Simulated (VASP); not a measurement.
# Ni (Fm-3m) in VASP: notebook

The runs below take Ni through relaxation of cell and atoms, single point, with PBEsol+D3(BJ), HSE06, PBEsol, PBE-based screened hybrid with 25 % exact exchange.

Program: VASP 6.6.1. These are calculated values, not measurements. Logs are shortened: lines on timing, memory, paths and dates and some standing lists are left out, and cuts for length are marked.

## Step 1: The cell of the first run

The structure is cubic, space group Fm-3m (No. 225). The conventional cell has a = 3.475 Å, b = 3.475 Å, c = 3.475 Å, α = 90.00°, β = 90.00°, γ = 90.00°. Within 3.2 Å of Ni (site symmetry m-3m) lie 12 Ni at 2.46 Å.

## Step 2: Relaxation of cell and atoms, PBEsol+D3(BJ), collinear spin, ferromagnetic start

INCAR

```
SYSTEM = Ni
PREC = Accurate ; ENCUT = 600
EDIFF = 1E-6 ; ISMEAR = -1
SIGMA = 0.05 ; LREAL = .FALSE.
LASPH = .TRUE. ; NELM = 150
ALGO = Normal ; ISIF = 3
LWAVE = .FALSE. ; LCHARG = .FALSE.
ISPIN = 2 ; MAGMOM = 1
LORBIT = 11 ; LMAXMIX = 4
GGA = PS ; IVDW = 12
IBRION = 2 ; NSW = 80
EDIFFG = -0.005
```

KPOINTS

```
Automatic mesh
0
G
  13 13 13
  0 0 0
```

POSCAR

```
Ni
1.0
    0.0000000000      1.7375729330      1.7375729330
    1.7375729330      0.0000000000      1.7375729330
    1.7375729330      1.7375729330      0.0000000000
Ni
1
Direct
    0.0000000000      0.0000000000      0.0000000000
```

Potentials or basis: VASP PAW PBE potentials, release 64 (Ni).

The run is started by

```sh
$ cat potpaw_PBE.64/Ni/POTCAR > POTCAR
$ mpirun -np 1 vasp_std > vasp.out
```

OUTCAR:

```text
SYSTEM = Ni
   PREC = Accurate
   ENCUT = 600
   EDIFF = 1E-6
   ISMEAR = -1
   LREAL = .FALSE.
   LASPH = .TRUE.
   NELM = 150
   ISIF = 3
   ISPIN = 2
   LORBIT = 11
   GGA = PS
   IVDW = 12
   IBRION = 2
   NSW = 80
   EDIFFG = -0.005
 IVDW          = 12

 ion  position               nearest neighbor table
   1  0.000  0.000  0.000-

  LATTYP: Found a face centered cubic cell.
 ALAT       =     3.4751458660

  Lattice vectors:

 A1 = (   0.0000000000,   1.7375729330,   1.7375729330)
 A2 = (   1.7375729330,   0.0000000000,   1.7375729330)
 A3 = (   1.7375729330,   1.7375729330,   0.0000000000)

Analysis of symmetry for initial positions (statically):
=====================================================================
 Subroutine PRICEL returns:
 Original cell was already a primitive cell.

 Routine SETGRP: Setting up the symmetry group for a
 face centered cubic supercell.

 Subroutine GETGRP returns: Found 48 space group operations
 (whereof 48 operations were pure point group operations)
 out of a pool of 48 trial point group operations.

The static configuration has the point symmetry O_h .

Analysis of symmetry for dynamics (positions and initial velocities):
=====================================================================
 Subroutine PRICEL returns:
 Original cell was already a primitive cell.

 Routine SETGRP: Setting up the symmetry group for a
 face centered cubic supercell.

 Subroutine GETGRP returns: Found 48 space group operations
 (whereof 48 operations were pure point group operations)
 out of a pool of 48 trial point group operations.

The dynamic configuration has the point symmetry O_h .

Analysis of structural, dynamic, and magnetic symmetry:
=====================================================================
 Subroutine PRICEL returns:
 Original cell was already a primitive cell.

 Routine SETGRP: Setting up the symmetry group for a
 face centered cubic supercell.

 Subroutine GETGRP returns: Found 48 space group operations
 (whereof 48 operations were pure point group operations)
 out of a pool of 48 trial point group operations.

The overall configuration has the point symmetry O_h .

 Subroutine INISYM returns: Found 48 space group operations
 (whereof 48 operations are pure point group operations),
 and found     1 'primitive' translations

----------------------------------------------------------------------------------------

                                     Primitive cell

  volume of cell :      10.4920

  direct lattice vectors                    reciprocal lattice vectors
     0.000000000  1.737572933  1.737572933    -0.287757705  0.287757705  0.287757705
     1.737572933  0.000000000  1.737572933     0.287757705 -0.287757705  0.287757705
     1.737572933  1.737572933  0.000000000     0.287757705  0.287757705 -0.287757705

  length of vectors
     2.457299207  2.457299207  2.457299207     0.498410966  0.498410966  0.498410966

  position of ions in fractional coordinates (direct lattice)
     0.000000000  0.000000000  0.000000000

  ion indices of the primitive-cell ions
   primitive index   ion index
                 1           1

----------------------------------------------------------------------------------------

 KPOINTS: Automatic mesh

Automatic generation of k-mesh.
 Grid dimensions read from file:
 generate k-points for:   13   13   13

 Generating k-lattice:

  Cartesian coordinates                     Fractional coordinates (reciprocal lattice)
    -0.022135208  0.022135208  0.022135208     0.076923077  0.000000000  0.000000000
     0.022135208 -0.022135208  0.022135208     0.000000000  0.076923077  0.000000000
     0.022135208  0.022135208 -0.022135208     0.000000000  0.000000000  0.076923077

  Length of vectors
     0.038339305  0.038339305  0.038339305

  Shift w.r.t. Gamma in fractional coordinates (k-lattice)
     0.000000000  0.000000000  0.000000000

 Subroutine IBZKPT returns following result:
 ===========================================

 Found     84 irreducible k-points:

 Following reciprocal coordinates:
            Coordinates               Weight
  0.000000  0.000000  0.000000      1.000000
  0.076923  0.000000  0.000000      8.000000
  0.153846  0.000000  0.000000      8.000000
  0.230769  0.000000  0.000000      8.000000
  0.307692  0.000000  0.000000      8.000000
  0.384615  0.000000  0.000000      8.000000
[... 16 lines left out ...]
  0.384615  0.153846  0.000000     24.000000
  0.461538  0.153846  0.000000     24.000000
 [... further k-points ...]
   k-points           NKPTS =     84   k-points in BZ     NKDIM =     84   number of bands    NBANDS=     10
   number of dos      NEDOS =    301   number of ions     NIONS =      1
   total plane-waves  NPLWV =   8000
   dimension x,y,z NGX =    20 NGY =   20 NGZ =   20
   dimension x,y,z NGXF=    40 NGYF=   40 NGZF=   40
   ions per type =               1
   NGX,Y,Z   is equivalent  to a cutoff of  13.53, 13.53, 13.53 a.u.
   NGXF,Y,Z  is equivalent  to a cutoff of  27.06, 27.06, 27.06 a.u.
 SYSTEM =  Ni
   PREC   = accura    normal or accurate (medium, high low for compatibility)
   ISTART =      0    job   : 0-new  1-cont  2-samecut
   ICHARG =      2    charge: 1-file 2-atom 10-const
   ISPIN  =      2    spin polarized calculation?
   LNONCOLLINEAR =      F non collinear calculations
   LSORBIT =      F    spin-orbit coupling
   LASPH  =      T    aspherical Exc in radial PAW
   ENCUT  =  600.0 eV  44.10 Ry    6.64 a.u.   4.91  4.91  4.91*2*pi/ulx,y,z
   NELM   =    150;   NELMIN=  2; NELMDL= -5     # of ELM steps
   EDIFF  = 0.1E-05   stopping-criterion for ELM
   LREAL  =      F    real-space projection
   EDIFFG = -.5E-02   stopping-criterion for IOM
   NSW    =     80    number of steps for IOM
   IBRION =      2    ionic relax: 0-MD 1-quasi-New 2-CG
   NFREE  =      1    steps in history (QN), initial steepest desc. (CG)
   ISIF   =      3    stress and relaxation
   ISYM   =      2    0-nonsym 1-usesym 2-fastsym
   POTIM  = 0.5000    time-step for ionic-motion
   TEBEG  =    0.0;   TEEND  =   0.0 temperature during run
   PSTRESS=    0.0 pullay stress
   NELECT =      10.0000    total number of electrons
   NUPDOWN=      -1.0000    fix difference up-down
   EMIN   =  10.00;   EMAX   =-10.00  energy-range for DOS
   EFERMI =   0.00;   METHOD = LEGACY
   ISMEAR =    -1;   SIGMA  =   0.05  broadening in eV -4-tet -1-fermi 0-gaus
   EFERMI_NEDOS =   21; number of points for ismear=-14 and -15
   IALGO  =     38    algorithm
   IMIX   =      4    mixing-type and parameters
     AMIX     =   0.40;   BMIX     =  1.00
     AMIX_MAG =   1.60;   BMIX_MAG =  1.00
  volume/ion in A,a.u.               =      10.49        70.80
  Fermi-wavevector in a.u.,A,eV,Ry     =   1.611097  3.044533 35.315755  2.595635
  Thomas-Fermi vector in A             =   2.706542
   LORBIT       =     11    0 simple, 1 ext, 2 COOP (PROOUT), +10 PAW based schemes
   GGA     = PS    functional components
   LHFCALC =     F    Hartree Fock is set to
   AEXX    =    0.0000 exact exchange contribution
   IVDW    =    12    specifies the selected vdW correction
   LEPSILON=     F    determine dielectric tensor
   LRPA    =     F    only Hartree local field effects (RPA)
 conjugate gradient relaxation of ions
 spin polarized calculation
  energy-cutoff  :      600.00
  volume of cell :       10.49
 maximum number of plane-waves:       365
   NGX =  9   NGY =  9   NGZ =  9

--------------------------------------- Ionic step        1  -------------------------------------------

 number of electron      10.0000000 magnetization       1.0000000

 number of electron       9.9999999 magnetization       0.6243536

 Free energy of the ion-electron system (eV)
  ---------------------------------------------------
  ext. energy  EPLUGINS =         0.00000000
  ---------------------------------------------------
  free energy    TOTEN  =        -6.14394883 eV

  energy without entropy =       -6.13090150  energy(sigma->0) =       -6.13742516

 E-fermi :   9.7106     XC(G=0): -13.6521

 val. band max:        9.7083666281   @ k =   0.3846   0.3846   0.0000
 cond. band min:       9.7120917835   @ k =   0.3846   0.0769   0.0000
 fundamental gap:      0.0037251554
 Fermi energy:         9.7106324060

 spin component 1

 k-point     1 :       0.0000    0.0000    0.0000
  band No.  band energies     occupation
      1       0.3915      1.00000
      2       7.1906      1.00000
      3       7.1906      1.00000
      4       7.1906      1.00000
      5       8.4222      1.00000
      6       8.4222      1.00000
      7      33.7107      0.00000
      8      37.8372      0.00000
      9      37.8372      0.00000
     10      37.8372      0.00000

 k-point     2 :       0.0769    0.0000    0.0000
  band No.  band energies     occupation
      1       0.6288      1.00000
      2       7.1278      1.00000
      3       7.2441      1.00000
      4       7.2441      1.00000
      5       8.3998      1.00000
      6       8.3998      1.00000
      7      32.8785      0.00000
      8      35.5721      0.00000
      9      37.3393      0.00000
     10      37.3393      0.00000

 k-point     3 :       0.1538    0.0000    0.0000
  band No.  band energies     occupation
      1       1.3192      1.00000
      2       6.9751      1.00000
      3       7.3639      1.00000
      4       7.3639      1.00000
      5       8.3719      1.00000
      6       8.3719      1.00000
      7      29.4420      0.00000
      8      34.6191      0.00000
      9      36.5233      0.00000
     10      36.5233      0.00000
[... 723 lines left out ...]
 VOLUME and BASIS-vectors are now :
 -----------------------------------------------------------------------------
  energy-cutoff  :      600.00
  volume of cell :       10.07
      direct lattice vectors                 reciprocal lattice vectors
    -0.000000000  1.713979326  1.713979326    -0.291718805  0.291718805  0.291718805
     1.713979326  0.000000000  1.713979326     0.291718805 -0.291718805  0.291718805
     1.713979326  1.713979326  0.000000000     0.291718805  0.291718805 -0.291718805

 POSITION                                       TOTAL-FORCE (eV/Angst)
 -----------------------------------------------------------------------------------
      1.71398      1.71398      3.42796         0.000000     -0.000000      0.000000
 -----------------------------------------------------------------------------------
    total drift:                               -0.000000     -0.000000      0.000000

  FREE ENERGIE OF THE ION-ELECTRON SYSTEM (eV)
  ---------------------------------------------------
  free  energy   TOTEN  =        -6.5890944273 eV

  energy  without entropy=       -6.5767963162  energy(sigma->0) =       -6.58294537

--------------------------------------- Ionic step        5  -------------------------------------------

 number of electron       9.9999992 magnetization       0.6217744

 Free energy of the ion-electron system (eV)
  ---------------------------------------------------
  ext. energy  EPLUGINS =         0.00000000
  ---------------------------------------------------
  free energy    TOTEN  =        -6.13846193 eV

  energy without entropy =       -6.12615020  energy(sigma->0) =       -6.13230606

 E-fermi :  10.3128     XC(G=0): -13.8961

 val. band max:       10.3127205956   @ k =   0.3846   0.3846   0.0000
 cond. band min:      10.3138619633   @ k =   0.3846   0.0769   0.0000
 fundamental gap:      0.0011413677
 Fermi energy:        10.3127853791

 spin component 1

 k-point     1 :       0.0000    0.0000    0.0000
  band No.  band energies     occupation
      1       0.7019      1.00000
      2       7.6836      1.00000
      3       7.6836      1.00000
      4       7.6836      1.00000
      5       8.9865      1.00000
      6       8.9865      1.00000
      7      34.6516      0.00000
      8      39.0987      0.00000
      9      39.0987      0.00000
     10      39.0987      0.00000

 k-point     2 :       0.0769    0.0000    0.0000
  band No.  band energies     occupation
      1       0.9466      1.00000
      2       7.6162      1.00000
      3       7.7403      1.00000
      4       7.7403      1.00000
      5       8.9624      1.00000
      6       8.9624      1.00000
      7      33.8940      0.00000
      8      36.7403      0.00000
      9      38.6241      0.00000
     10      38.6241      0.00000

 k-point     3 :       0.1538    0.0000    0.0000
  band No.  band energies     occupation
      1       1.6570      1.00000
      2       7.4526      1.00000
      3       7.8671      1.00000
      4       7.8671      1.00000
      5       8.9323      1.00000
      6       8.9323      1.00000
      7      30.5350      0.00000
      8      35.6495      0.00000
      9      37.8299      0.00000
     10      37.8299      0.00000
[... 606 lines left out ...]
 VOLUME and BASIS-vectors are now :
 -----------------------------------------------------------------------------
  energy-cutoff  :      600.00
  volume of cell :       10.08
      direct lattice vectors                 reciprocal lattice vectors
    -0.000000000  1.714415951  1.714415951    -0.291644510  0.291644510  0.291644510
     1.714415951  0.000000000  1.714415951     0.291644510 -0.291644510  0.291644510
     1.714415951  1.714415951 -0.000000000     0.291644510  0.291644510 -0.291644510

 POSITION                                       TOTAL-FORCE (eV/Angst)
 -----------------------------------------------------------------------------------
      1.71442      1.71442     -0.00000        -0.000000      0.000000     -0.000000
 -----------------------------------------------------------------------------------
    total drift:                               -0.000000     -0.000000      0.000000

  FREE ENERGIE OF THE ION-ELECTRON SYSTEM (eV)
  ---------------------------------------------------
  free  energy   TOTEN  =        -6.5890947441 eV

  energy  without entropy=       -6.5767830122  energy(sigma->0) =       -6.58293888

 reached required accuracy - stopping structural energy minimisation

 total charge

# of ion       s       p       d       tot
------------------------------------------
    1        0.535   0.576   8.351   9.462

 magnetization (x)

# of ion       s       p       d       tot
------------------------------------------
    1       -0.005  -0.022   0.652   0.624
```

Run time: 93 s. Hardware: 1 thread of Intel Xeon 8259CL, shared host; peak memory 0.16 GiB.

What came out:

* Free energy: -6.5891 eV
* Relaxed volume: 10.08 Å³/atom
* Relaxed cell: a = 2.425 Å, b = 2.425 Å, c = 2.425 Å, α = 60.00°, β = 60.00°, γ = 60.00°
* Space group after relaxing (to 0.1 Å): Fm-3m (No. 225)
* Energy gained by relaxing: 12.4 meV/atom
* Ionic steps: 5
* Pressure after relaxing: 0.0 GPa
* Net moment: 0.62 μB per cell
* Site moments: Ni +0.62 μB
* Valence electrons inside the program's atomic spheres: Ni 9.46
* Dispersion energy per atom: -0.451 eV

Step by step:
| step | energy change (eV) | largest force (eV/Å) | pressure (GPa) | volume (Å³) |
| --- | --- | --- | --- | --- |
| 1 | 0.0000 | 0.0000 | -9.15 | 10.49 |
| 2 | 0.0060 | 0.0000 | 13.27 | 9.61 |
| 3 | -0.0124 | 0.0000 | -0.09 | 10.08 |
| 4 | -0.0124 | 0.0000 | 0.09 | 10.07 |
| 5 | -0.0124 | 0.0000 | -0.05 | 10.08 |

Final structure:
```xyz
1
Lattice="0.0000 1.7144 1.7144 1.7144 0.0000 1.7144 1.7144 1.7144 0.0000" Properties=species:S:1:pos:R:3 pbc="T T T"
Ni    1.7144    1.7144    0.0000
```

Levels at points of the mesh, in eV from the Fermi level:
Spin up:
```tsv
k point	band 3	band 4	band 5	band 6	band 7	band 8
(0.00, 0.00, 0.00)	-2.63	-2.63	-1.33	-1.33	24.34	28.79
```
Spin down:
| k point | band 1 | band 2 | band 3 | band 4 | band 5 | band 6 | band 7 | band 8 | band 9 | band 10 |
| --- | --- | --- | --- | --- | --- | --- | --- | --- | --- | --- |
| (0.00, 0.00, 0.00) | -9.61 | -1.92 | -1.92 | -1.92 | -0.72 | -0.72 | 24.25 | 28.79 | 28.79 | 28.79 |

Caveat: the PAW data sets were made with another functional, which shifts forces and pressure a little.

## Step 3: Single point, HSE06, collinear spin, ferromagnetic start

This run uses another cell than the first one, of 10.81 Å³/atom.

POSCAR

```
Ni
1.0
    0.0000000000      1.7552187412      1.7552187412
    1.7552187412      0.0000000000      1.7552187412
    1.7552187412      1.7552187412      0.0000000000
Ni
1
Direct
    0.0000000000      0.0000000000      0.0000000000
```

INCAR.step1

```
ALGO = Normal
EDIFF = 1E-5
ENCUT = 520
GGA = PE
ISIF = 2
ISMEAR = -1
ISPIN = 2
LASPH = True
LMAXMIX = 4
LORBIT = 11
LREAL = False
LWAVE = True
MAGMOM = 1
NBANDS = 15
NELM = 150
PREC = Accurate
SIGMA = 0.05
```

INCAR.step2

```
ALGO = Normal
EDIFF = 1E-7
ENCUT = 520
GGA = PE
HFSCREEN = 0.2079
ISIF = 2
ISMEAR = -1
ISPIN = 2
ISTART = 1
LASPH = True
LCHARG = True
LELF = True
LHFCALC = True
LMAXMIX = 4
LORBIT = 11
LREAL = False
LVHAR = True
LWAVE = False
MAGMOM = 1
NBANDS = 15
NELM = 150
PREC = Accurate
PRECFOCK = Normal
SIGMA = 0.05
```

KPOINTS

```
k-points
0
Gamma
  7 7 7
```

Potentials or basis: VASP PAW PBE potentials, release 64 (Ni).

The run is started by

```sh
$ cat potpaw_PBE.64/Ni/POTCAR > POTCAR
$ cp INCAR.step1 INCAR
$ mpirun -np 1 vasp_std > vasp.out
$ cp INCAR.step2 INCAR
$ mpirun -np 1 vasp_std > vasp.out
```

It took 33 min on 1 thread of AMD EPYC 7R13 (Zen 3), shared host; peak memory 0.2 GiB.

The run converged. Its results:

```
Free energy                                           : -6.3968 eV
Pressure                                              : 0.4 GPa
Net moment                                            : 0.99 μB per cell
Site moments                                          : Ni +1.01 μB
Valence electrons inside the program's atomic spheres : Ni 9.35
```

Levels at points of the mesh, in eV from the Fermi level:
Spin up:
| k point | band 2 | band 3 | band 4 | band 5 | band 6 | band 7 | band 8 | band 9 | band 10 | band 11 |
| --- | --- | --- | --- | --- | --- | --- | --- | --- | --- | --- |
| (0.00, 0.00, 0.00) | -5.07 | -5.07 | -5.07 | -3.65 | -3.65 | 24.95 | 29.01 | 29.01 | 29.01 | 31.95 |
Spin down:
| k point | band 2 | band 3 | band 4 | band 5 | band 6 | band 7 |
| --- | --- | --- | --- | --- | --- | --- |
| (0.00, 0.00, 0.00) | -2.49 | -2.49 | -2.09 | -2.09 | -2.09 | 24.39 |

Caveat: the k points lie up to 0.44 Å⁻¹ apart; the PAW data sets were made with another functional, which shifts forces and pressure a little.

(Continued in part 2 of 2.)
